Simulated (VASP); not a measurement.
# Ir in VASP: further runs

Runs on Ir. Level: PBE. Tasks: single point.

All numbers are computed with VASP 6.6.1; they aren't measurements. Logs are shortened: lines on timing, memory, paths and dates and some standing lists are left out, and cuts for length are marked.

### Step 1. The cell of the first run

Symmetry: I4/mmm, No. 139, tetragonal system. The conventional cell has a = 2.728 Å, b = 2.728 Å, c = 3.916 Å, α = 90.00°, β = 90.00°, γ = 90.00°. Within 3.6 Å of Ir (site symmetry 4/mmm) lie 12 Ir at 2.73 to 2.75 Å.

### Step 2. Single point, PBE (strained)

INCAR

```
PREC = Accurate ; ENCUT = 520
EDIFF = 1E-7 ; ISMEAR = 0
SIGMA = 0.1 ; LREAL = F
LASPH = T ; NELM = 100
ALGO = Fast ; ISIF = 2
LWAVE = F ; LCHARG = F
GGA = PE ; NBANDS = 10
```

KPOINTS

```
regular mesh
0
Gamma
  16 16 16
```

POSCAR

```
Ir
1.0
    0.0000000000      1.9578060450      1.9290105450
    1.9290105450      0.0000000000      1.9290105450
    1.9290105450      1.9578060450      0.0000000000
Ir
1
Direct
    0.0000000000      0.0000000000      0.0000000000
```

Potentials or basis: VASP PAW PBE potentials, release 64 (Ir).

The run is started by

```
$ cat potpaw_PBE.64/Ir/POTCAR > POTCAR
$ mpirun -np 1 vasp_std > vasp.out
```

OUTCAR:

```text
PREC = Accurate
   ENCUT = 520
   EDIFF = 1E-7
   ISMEAR = 0
   LREAL = F
   LASPH = T
   NELM = 100
   ISIF = 2
   GGA = PE

 ion  position               nearest neighbor table
   1  0.000  0.000  0.000-

  LATTYP: Found a body centered tetragonal cell.
 ALAT       =     2.7280328747
 C/A-ratio  =     1.4353243784

  Lattice vectors:

 A1 = (   0.0000000000,  -1.9578060450,   1.9290105450)
 A2 = (   0.0000000000,  -1.9578060450,  -1.9290105450)
 A3 = (   1.9290105450,   1.9578060450,   0.0000000000)

Analysis of symmetry for initial positions (statically):
=====================================================================
 Subroutine PRICEL returns:
 Original cell was already a primitive cell.

 Routine SETGRP: Setting up the symmetry group for a
 body centered tetragonal supercell.

 Subroutine GETGRP returns: Found 16 space group operations
 (whereof 16 operations were pure point group operations)
 out of a pool of 16 trial point group operations.

The static configuration has the point symmetry D_4h.

Analysis of symmetry for dynamics (positions and initial velocities):
=====================================================================
 Subroutine PRICEL returns:
 Original cell was already a primitive cell.

 Routine SETGRP: Setting up the symmetry group for a
 body centered tetragonal supercell.

 Subroutine GETGRP returns: Found 16 space group operations
 (whereof 16 operations were pure point group operations)
 out of a pool of 16 trial point group operations.

The dynamic configuration has the point symmetry D_4h.

 Subroutine INISYM returns: Found 16 space group operations
 (whereof 16 operations are pure point group operations),
 and found     1 'primitive' translations

----------------------------------------------------------------------------------------

                                     Primitive cell

  volume of cell :      14.5703

  direct lattice vectors                    reciprocal lattice vectors
     0.000000000  1.957806045  1.929010545    -0.259200242  0.255387913  0.259200242
     1.929010545  0.000000000  1.929010545     0.259200242 -0.255387913  0.259200242
     1.929010545  1.957806045  0.000000000     0.259200242  0.255387913 -0.259200242

  length of vectors
     2.748469791  2.728032875  2.748469791     0.446757783  0.446757783  0.446757783

  position of ions in fractional coordinates (direct lattice)
     0.000000000  0.000000000  0.000000000

  ion indices of the primitive-cell ions
   primitive index   ion index
                 1           1

----------------------------------------------------------------------------------------

 KPOINTS: regular mesh

Automatic generation of k-mesh.
 Grid dimensions read from file:
 generate k-points for:   16   16   16

 Generating k-lattice:

  Cartesian coordinates                     Fractional coordinates (reciprocal lattice)
    -0.016200015  0.015961745  0.016200015     0.062500000  0.000000000  0.000000000
     0.016200015 -0.015961745  0.016200015    -0.000000000  0.062500000 -0.000000000
     0.016200015  0.015961745 -0.016200015     0.000000000  0.000000000  0.062500000

  Length of vectors
     0.027922361  0.027922361  0.027922361

  Shift w.r.t. Gamma in fractional coordinates (k-lattice)
     0.000000000  0.000000000  0.000000000

 Subroutine IBZKPT returns following result:
 ===========================================

 Found    349 irreducible k-points:

 Following reciprocal coordinates:
            Coordinates               Weight
  0.000000  0.000000  0.000000      1.000000
  0.062500  0.000000  0.000000      8.000000
  0.125000  0.000000  0.000000      8.000000
  0.187500  0.000000  0.000000      8.000000
  0.250000  0.000000  0.000000      8.000000
  0.312500  0.000000  0.000000      8.000000
[... 16 lines left out ...]
 -0.125000  0.062500 -0.000000     16.000000
 -0.062500  0.062500 -0.000000      8.000000
 [... further k-points ...]
   k-points           NKPTS =    349   k-points in BZ     NKDIM =    349   number of bands    NBANDS=     10
   number of dos      NEDOS =    301   number of ions     NIONS =      1
   total plane-waves  NPLWV =   8000
   dimension x,y,z NGX =    20 NGY =   20 NGZ =   20
   dimension x,y,z NGXF=    40 NGYF=   40 NGZF=   40
   ions per type =               1
   NGX,Y,Z   is equivalent  to a cutoff of  12.10, 12.19, 12.10 a.u.
   NGXF,Y,Z  is equivalent  to a cutoff of  24.19, 24.38, 24.19 a.u.
 SYSTEM =  unknown system
   PREC   = accura    normal or accurate (medium, high low for compatibility)
   ISTART =      0    job   : 0-new  1-cont  2-samecut
   ICHARG =      2    charge: 1-file 2-atom 10-const
   ISPIN  =      1    spin polarized calculation?
   LNONCOLLINEAR =      F non collinear calculations
   LSORBIT =      F    spin-orbit coupling
   LASPH  =      T    aspherical Exc in radial PAW
   ENCUT  =  520.0 eV  38.22 Ry    6.18 a.u.   5.11  5.07  5.11*2*pi/ulx,y,z
   NELM   =    100;   NELMIN=  2; NELMDL= -5     # of ELM steps
   EDIFF  = 0.1E-06   stopping-criterion for ELM
   LREAL  =      F    real-space projection
   EDIFFG = 0.1E-05   stopping-criterion for IOM
   NSW    =      0    number of steps for IOM
   IBRION =     -1    ionic relax: 0-MD 1-quasi-New 2-CG
   NFREE  =      0    steps in history (QN), initial steepest desc. (CG)
   ISIF   =      2    stress and relaxation
   ISYM   =      2    0-nonsym 1-usesym 2-fastsym
   POTIM  = 0.5000    time-step for ionic-motion
   TEBEG  =    0.0;   TEEND  =   0.0 temperature during run
   PSTRESS=    0.0 pullay stress
   NELECT =       9.0000    total number of electrons
   NUPDOWN=      -1.0000    fix difference up-down
   EMIN   =  10.00;   EMAX   =-10.00  energy-range for DOS
   EFERMI =   0.00;   METHOD = LEGACY
   ISMEAR =     0;   SIGMA  =   0.10  broadening in eV -4-tet -1-fermi 0-gaus
   EFERMI_NEDOS =   21; number of points for ismear=-14 and -15
   IALGO  =     68    algorithm
   IMIX   =      4    mixing-type and parameters
     AMIX     =   0.40;   BMIX     =  1.00
     AMIX_MAG =   1.60;   BMIX_MAG =  1.00
  volume/ion in A,a.u.               =      14.57        98.33
  Fermi-wavevector in a.u.,A,eV,Ry     =   1.394225  2.634702 26.447848  1.943862
  Thomas-Fermi vector in A             =   2.517794
   LORBIT       =      0    0 simple, 1 ext, 2 COOP (PROOUT), +10 PAW based schemes
   GGA     = PE    functional components
   LHFCALC =     F    Hartree Fock is set to
   AEXX    =    0.0000 exact exchange contribution
   IVDW    =     0    specifies the selected vdW correction
   LEPSILON=     F    determine dielectric tensor
   LRPA    =     F    only Hartree local field effects (RPA)
 non-spin polarized calculation
 RMM-DIIS sequential band-by-band and
 Gauss-broadening in eV      SIGMA  =   0.10
  energy-cutoff  :      520.00
  volume of cell :       14.57
 maximum number of plane-waves:       401
   NGX = 11   NGY = 11   NGZ = 11

 number of electron       8.9999999 magnetization

 Free energy of the ion-electron system (eV)
  ---------------------------------------------------
  ext. energy  EPLUGINS =         0.00000000
  ---------------------------------------------------
  free energy    TOTEN  =        -8.84187337 eV

  energy without entropy =       -8.83518101  energy(sigma->0) =       -8.83852719

 E-fermi :   9.8963     XC(G=0): -13.8119

 val. band max:        9.8952638276   @ k =  -0.3750   0.0000   0.1875
 cond. band min:       9.8966751946   @ k =   0.3750   0.0625   0.0000
 fundamental gap:      0.0014113670
 Fermi energy:         9.8962978766

 k-point     1 :       0.0000    0.0000    0.0000
  band No.  band energies     occupation
      1      -0.9027      2.00000
      2       6.0675      2.00000
      3       6.2556      2.00000
      4       6.2556      2.00000
      5       8.6327      2.00000
      6       8.8802      2.00000
      7      24.2838      0.00000
      8      29.3965      0.00000
      9      29.8440      0.00000
     10      29.8440      0.00000

 k-point     2 :       0.0625    0.0000    0.0000
  band No.  band energies     occupation
      1      -0.7343      2.00000
      2       6.0566      2.00000
      3       6.2504      2.00000
      4       6.3280      2.00000
      5       8.5917      2.00000
      6       8.8304      2.00000
      7      24.5704      0.00000
      8      28.7700      0.00000
      9      29.8403      0.00000
     10      30.1187      0.00000

 k-point     3 :       0.1250    0.0000    0.0000
  band No.  band energies     occupation
      1      -0.2505      2.00000
      2       5.8786      2.00000
      3       6.3896      2.00000
      4       6.5115      2.00000
      5       8.5192      2.00000
      6       8.7281      2.00000
      7      25.3339      0.00000
      8      27.1217      0.00000
      9      30.5970      0.00000
     10      30.9087      0.00000

 k-point     4 :       0.1875    0.0000    0.0000
  band No.  band energies     occupation
      1       0.4717      2.00000
      2       5.6755      2.00000
      3       6.5395      2.00000
      4       6.6902      2.00000
      5       8.5683      2.00000
      6       8.7177      2.00000
      7      25.3272      0.00000
      8      26.2785      0.00000
      9      31.7896      0.00000
     10      32.1067      0.00000
[... 222 lines left out ...]
 k-point    22 :      -0.1875    0.0625   -0.0000
  band No.  band energies     occupation
      1       0.8751      2.00000
      2       5.5119      2.00000
      3       6.6520      2.00000
      4       6.7658      2.00000
      5       8.2630      2.00000
      6       9.1604      2.00000
      7      24.8917      0.00000
      8      26.6741      0.00000
      9      31.1276      0.00000
     10      33.3054      0.00000

 k-point    23 :      -0.1250    0.0625   -0.0000
  band No.  band energies     occupation
      1       0.1076      2.00000
      2       5.6800      2.00000
      3       6.5465      2.00000
      4       6.6544      2.00000
      5       8.2542      2.00000
      6       8.9209      2.00000
      7      25.8674      0.00000
      8      26.5550      0.00000
      9      30.3521      0.00000
     10      31.7583      0.00000

 k-point    24 :      -0.0625    0.0625   -0.0000
  band No.  band energies     occupation
      1      -0.4617      2.00000
      2       5.9053      2.00000
      3       6.3518      2.00000
      4       6.4731      2.00000
      5       8.4346      2.00000
      6       8.8605      2.00000
      7      25.0210      0.00000
      8      27.9535      0.00000
      9      29.9706      0.00000
     10      30.5958      0.00000

 [... further k-points ...]
[... 5 lines left out ...]
  --------------------------------------------------------------------------------------
  -------------------------------------------------------------------------------------
  Total        0.0640125     -0.3978034      0.0640125     -0.0000000      0.0000000      0.0000000
  in kB        7.0389326    -43.7431610      7.0389326     -0.0000000      0.0000000      0.0000000
  external PRESSURE =      -9.8884320 kB  Pullay stress =       0.0000000 kB

 VOLUME and BASIS-vectors are now :
 -----------------------------------------------------------------------------
  energy-cutoff  :      520.00
  volume of cell :       14.57
      direct lattice vectors                 reciprocal lattice vectors
     0.000000000  1.957806045  1.929010545    -0.259200242  0.255387913  0.259200242
     1.929010545  0.000000000  1.929010545     0.259200242 -0.255387913  0.259200242
     1.929010545  1.957806045  0.000000000     0.259200242  0.255387913 -0.259200242

 POSITION                                       TOTAL-FORCE (eV/Angst)
 -----------------------------------------------------------------------------------
      0.00000      0.00000      0.00000         0.000000      0.000000      0.000000
 -----------------------------------------------------------------------------------
    total drift:                               -0.000000     -0.000000     -0.000000

  FREE ENERGIE OF THE ION-ELECTRON SYSTEM (eV)
  ---------------------------------------------------
  free  energy   TOTEN  =        -8.8418733654 eV

  energy  without entropy=       -8.8351810070  energy(sigma->0) =       -8.83852719
```

Wall time 34 s (1 thread of AMD EPYC 9R45 (Zen 5), shared host); peak memory 0.14 GiB.

Results:

```yaml
Free_energy: -8.8419 eV
Pressure: -1.0 GPa
```

Levels at points of the mesh, in eV from the Fermi level:
| k point | band 1 | band 2 | band 3 | band 4 | band 5 | band 6 | band 7 | band 8 |
| --- | --- | --- | --- | --- | --- | --- | --- | --- |
| (0.00, 0.00, 0.00) | -10.80 | -3.83 | -3.64 | -3.64 | -1.26 | -1.02 | 14.39 | 19.50 |
| (0.50, 0.00, 0.00) | -7.78 | -3.90 | -3.70 | -0.68 | 0.80 | 0.91 | 6.98 | 13.92 |
| (0.50, 0.50, 0.00) | -7.56 | -7.02 | 0.81 | 1.32 | 1.50 | 1.81 | 10.26 | 11.41 |
| (0.50, 0.00, 0.50) | -7.58 | -7.01 | 0.84 | 1.39 | 1.39 | 1.51 | 9.86 | 11.76 |

Caveat: the cell differs from its parent crystal (strained); spin-orbit coupling is left out, which moves the levels of the heavy elements.

### Step 3. Single point, PBE (the cell strained at random)

INCAR

```
SYSTEM = Ir
PREC = Accurate
ENCUT = 520
EDIFF = 1E-7
ISMEAR = 0
SIGMA = 0.1
LREAL = .FALSE.
LASPH = .TRUE.
NELM = 80
ALGO = Fast
ISIF = 2
LWAVE = .FALSE.
LCHARG = .FALSE.
GGA = PE
NBANDS = 10
```

KPOINTS

```
regular mesh
0
G
  18 18 18
  0 0 0
```

POSCAR

```
Ir
1.0
   -0.0101552130      1.8748750050      1.8021759660
    1.8725329710      0.0195617430      1.7724590100
    1.8886008600      1.8612259380      0.0034938540
Ir
1
Direct
    0.0000000000      0.0000000000      0.0000000000
```

Potentials or basis: VASP PAW PBE potentials, release 64 (Ir).

The run is started by

```
$ cat potpaw_PBE.64/Ir/POTCAR > POTCAR
$ mpirun -np 1 vasp_std > vasp.out
```

Run time: 4.6 min. Hardware: 1 thread of AMD EPYC 9R45 (Zen 5), shared host; peak memory 0.45 GiB.

It converged, with:

```
Free energy : -8.4006 eV
Pressure    : 76.9 GPa
```

Stress tensor (GPa, compression positive):
```
64.37 -1.10  6.42
-1.10 72.99 -8.79
 6.42 -8.79 93.25
```

Levels at points of the mesh, in eV from the Fermi level:
| k point | band 2 | band 3 | band 4 | band 5 | band 6 | band 7 |
| --- | --- | --- | --- | --- | --- | --- |
| (0.00, 0.00, 0.00) | -5.09 | -4.87 | -4.17 | -1.97 | -0.98 | 14.00 |
| (0.50, 0.00, 0.00) | -5.40 | -4.25 | -1.26 | 0.94 | 1.18 | 8.37 |
| (0.00, 0.50, 0.00) | -5.21 | -4.62 | -0.87 | 0.84 | 1.47 | 8.95 |
| (0.50, 0.50, 0.00) | -8.90 | 0.99 | 1.73 | 2.00 | 2.47 | 11.56 |
| (0.00, 0.00, 0.50) | -5.24 | -4.49 | -1.08 | 0.78 | 1.38 | 8.67 |
| (0.50, 0.00, 0.50) | -8.80 | 1.01 | 1.38 | 1.51 | 2.22 | 11.93 |
| (0.00, 0.50, 0.50) | -8.80 | 1.08 | 1.17 | 1.49 | 2.08 | 11.63 |
| (0.50, 0.50, 0.50) | -5.36 | -4.34 | -1.13 | 0.84 | 1.32 | 8.57 |

Caveat: the cell differs from its parent crystal (the cell strained at random); spin-orbit coupling is left out, which moves the levels of the heavy elements.
